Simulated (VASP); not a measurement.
# ZnS (F-43m) in VASP: notebook, part 2 of 2

VASP 6.6.1. The steps go on from the part before.

### 5 Single point, LDA (18.02 Å³/atom)

This run uses another cell than the first one, of 18.02 Å³/atom.

INCAR reads:

```
SYSTEM = ZnS
PREC = Accurate
ENCUT = 500
EDIFF = 1E-6
ISMEAR = 0
SIGMA = 0.02
LREAL = .False.
LASPH = .True.
NELM = 120
ALGO = Normal
ISIF = 2
LWAVE = .False.
LCHARG = .True.
GGA = CA
LELF = .True.
LVHAR = .True.
NBANDS = 16
GGA_COMPAT = .False.
```

KPOINTS reads:

```
regular mesh
0
Gamma
  10 10 10
  0 0 0
```

POSCAR reads:

```
ZnS
1.0
    0.0000000000      2.6217150456      2.6217150456
    2.6217150456      0.0000000000      2.6217150456
    2.6217150456      2.6217150456      0.0000000000
Zn S
1 1
Direct
    0.2500000000      0.2500000000      0.2500000000
    0.0000000000      0.0000000000      0.0000000000
```

Potentials or basis: VASP PAW LDA potentials, release 64 (Zn, S).

Launch:

```
$ cat potpaw_LDA.64/Zn/POTCAR potpaw_LDA.64/S/POTCAR > POTCAR
$ mpirun -np 1 vasp_std > vasp.out
```

OUTCAR:

```text
SYSTEM = ZnS
   PREC = Accurate
   ENCUT = 500
   EDIFF = 1E-6
   ISMEAR = 0
   LREAL = .False.
   LASPH = .True.
   NELM = 120
   ISIF = 2
   GGA = CA

 ion  position               nearest neighbor table
   1  0.250  0.250  0.250-   2 2.27   2 2.27   2 2.27   2 2.27
   2  0.000  0.000  0.000-   1 2.27   1 2.27   1 2.27   1 2.27

  LATTYP: Found a face centered cubic cell.
 ALAT       =     5.2434300912

  Lattice vectors:

 A1 = (   0.0000000000,   2.6217150456,   2.6217150456)
 A2 = (   2.6217150456,   0.0000000000,   2.6217150456)
 A3 = (   2.6217150456,   2.6217150456,   0.0000000000)

Analysis of symmetry for initial positions (statically):
=====================================================================
 Subroutine PRICEL returns:
 Original cell was already a primitive cell.

 Routine SETGRP: Setting up the symmetry group for a
 face centered cubic supercell.

 Subroutine GETGRP returns: Found 24 space group operations
 (whereof 24 operations were pure point group operations)
 out of a pool of 48 trial point group operations.

The static configuration has the point symmetry T_d .

Analysis of symmetry for dynamics (positions and initial velocities):
=====================================================================
 Subroutine PRICEL returns:
 Original cell was already a primitive cell.

 Routine SETGRP: Setting up the symmetry group for a
 face centered cubic supercell.

 Subroutine GETGRP returns: Found 24 space group operations
 (whereof 24 operations were pure point group operations)
 out of a pool of 48 trial point group operations.

The dynamic configuration has the point symmetry T_d .

 Subroutine INISYM returns: Found 24 space group operations
 (whereof 24 operations are pure point group operations),
 and found     1 'primitive' translations

----------------------------------------------------------------------------------------

                                     Primitive cell

  volume of cell :      36.0401
[... 108 lines left out ...]
     AMIX     =   0.40;   BMIX     =  1.00
     AMIX_MAG =   1.60;   BMIX_MAG =  1.00
  volume/ion in A,a.u.               =      18.02       121.61
  Fermi-wavevector in a.u.,A,eV,Ry     =   1.298883  2.454534 22.954365  1.687098
  Thomas-Fermi vector in A             =   2.430183
   LORBIT       =      0    0 simple, 1 ext, 2 COOP (PROOUT), +10 PAW based schemes
   GGA     = CA    functional components
   LHFCALC =     F    Hartree Fock is set to
   AEXX    =    0.0000 exact exchange contribution
   IVDW    =     0    specifies the selected vdW correction
   LEPSILON=     F    determine dielectric tensor
   LRPA    =     F    only Hartree local field effects (RPA)
 non-spin polarized calculation
 Gauss-broadening in eV      SIGMA  =   0.02
  energy-cutoff  :      500.00
  volume of cell :       36.04
 maximum number of plane-waves:       941
   NGX = 13   NGY = 13   NGZ = 13

 number of electron      17.9999993 magnetization

 Free energy of the ion-electron system (eV)
  ---------------------------------------------------
  ext. energy  EPLUGINS =         0.00000000
  ---------------------------------------------------
  free energy    TOTEN  =        -8.19613370 eV

  energy without entropy =       -8.19613370  energy(sigma->0) =       -8.19613370

 E-fermi :   2.9344     XC(G=0): -10.4588

 val. band max:        2.8271162658   @ k =   0.0000   0.0000   0.0000
 cond. band min:       5.1279671714   @ k =   0.0000   0.0000   0.0000
 fundamental gap:      2.3008509056
 Fermi energy:         2.9343603076

 k-point     1 :       0.0000    0.0000    0.0000
  band No.  band energies     occupation
      1     -10.9573      2.00000
      2      -4.0770      2.00000
      3      -4.0770      2.00000
      4      -4.0770      2.00000
      5      -3.4855      2.00000
      6      -3.4855      2.00000
[... 433 lines left out ...]
      3      -3.7867      2.00000
      4      -3.7801      2.00000
      5      -3.4673      2.00000
      6      -3.4137      2.00000
[... 8 lines left out ...]
     15      16.3870      0.00000
     16      19.1672      0.00000

 [... further k-points ...]

------------------------ aborting loop because EDIFF is reached ----------------------------------------

  FORCE on cell =-STRESS in cart. coord.  units (eV):
  Direction    XX          YY          ZZ          XY          YZ          ZX
  --------------------------------------------------------------------------------------
  -------------------------------------------------------------------------------------
  Total        0.6867538      0.6867538      0.6867538      0.0000000      0.0000000     -0.0000000
  in kB       30.5298885     30.5298885     30.5298885      0.0000000      0.0000000     -0.0000000
  external PRESSURE =      30.5298885 kB  Pullay stress =       0.0000000 kB

 VOLUME and BASIS-vectors are now :
 -----------------------------------------------------------------------------
  energy-cutoff  :      500.00
  volume of cell :       36.04
      direct lattice vectors                 reciprocal lattice vectors
     0.000000000  2.621715046  2.621715046    -0.190714853  0.190714853  0.190714853
     2.621715046  0.000000000  2.621715046     0.190714853 -0.190714853  0.190714853
     2.621715046  2.621715046  0.000000000     0.190714853  0.190714853 -0.190714853

 POSITION                                       TOTAL-FORCE (eV/Angst)
 -----------------------------------------------------------------------------------
      1.31086      1.31086      1.31086         0.000000      0.000000      0.000000
      0.00000      0.00000      0.00000        -0.000000     -0.000000     -0.000000
 -----------------------------------------------------------------------------------
    total drift:                               -0.000001     -0.000001     -0.000001

  FREE ENERGIE OF THE ION-ELECTRON SYSTEM (eV)
  ---------------------------------------------------
  free  energy   TOTEN  =        -8.1961337044 eV

  energy  without entropy=       -8.1961337044  energy(sigma->0) =       -8.19613370
```

OSZICAR:

```text
N       E                     dE             d eps       ncg     rms          rms(c)
DAV:   1     0.803718705172E+02    0.80372E+02   -0.84128E+03  1520   0.134E+03
DAV:   2    -0.379862471004E+01   -0.84170E+02   -0.78761E+02  1752   0.262E+02
DAV:   3    -0.859767035589E+01   -0.47990E+01   -0.47808E+01  1832   0.593E+01
DAV:   4    -0.864299376465E+01   -0.45323E-01   -0.45316E-01  1864   0.594E+00
DAV:   5    -0.864344438734E+01   -0.45062E-03   -0.45062E-03  1896   0.571E-01    0.814E+00
DAV:   6    -0.823548107928E+01    0.40796E+00   -0.76449E-01  2256   0.325E+01    0.622E+00
DAV:   7    -0.820314375596E+01    0.32337E-01   -0.24745E-01  1912   0.528E+00    0.292E+00
DAV:   8    -0.819671250384E+01    0.64313E-02   -0.61667E-03  2224   0.150E+00    0.648E-01
DAV:   9    -0.819612360224E+01    0.58890E-03   -0.13625E-03  1760   0.270E-01    0.754E-02
DAV:  10    -0.819613688714E+01   -0.13285E-04   -0.11190E-04  1840   0.993E-02    0.446E-02
DAV:  11    -0.819613362320E+01    0.32639E-05   -0.14010E-05  2328   0.774E-02    0.117E-02
DAV:  12    -0.819613370442E+01   -0.81224E-07   -0.12836E-06  1152   0.152E-02
   1 F= -.81961337E+01 E0= -.81961337E+01  d E =-.110199E-16
```

Run time: 15 s. Hardware: 1 thread of AMD EPYC 9R45 (Zen 5), shared host; peak memory 0.12 GiB.

Results:

```
Free energy            : -8.1961 eV
Pressure               : 3.1 GPa
Band gap on the k mesh : 2.30 eV
```

Caveat: the cell stands under pressure.

### 6 The runs side by side

| cell | k mesh | smearing | gap on the mesh (eV) | pressure (GPa) |
| --- | --- | --- | --- | --- |
| a = 3.821 Å, angles 60.0°, 2 atoms | 6 × 6 × 6 | gaussian 0.1 eV | 1.89 | -4.3 |
| a = 3.630 Å, angles 60.0°, 2 atoms | 10 × 10 × 10 | gaussian 0.02 eV | 2.60 | 10.4 |
| a = 3.669 Å, angles 60.0°, 2 atoms | 10 × 10 × 10 | gaussian 0.02 eV | 2.45 | 6.4 |
| a = 3.708 Å, angles 60.0°, 2 atoms | 10 × 10 × 10 | gaussian 0.02 eV | 2.30 | 3.1 |

Alike in all rows: task single point; level LDA; potentials or basis VASP PAW LDA potentials, release 64 (Zn, S); no spin polarisation; cutoff (eV) 500.

Caveats: the cell stands under pressure (at least some runs); the cell stands under tension (at least some runs).

Total energies depend on the potentials used, so only differences within one code and one set of settings carry meaning.
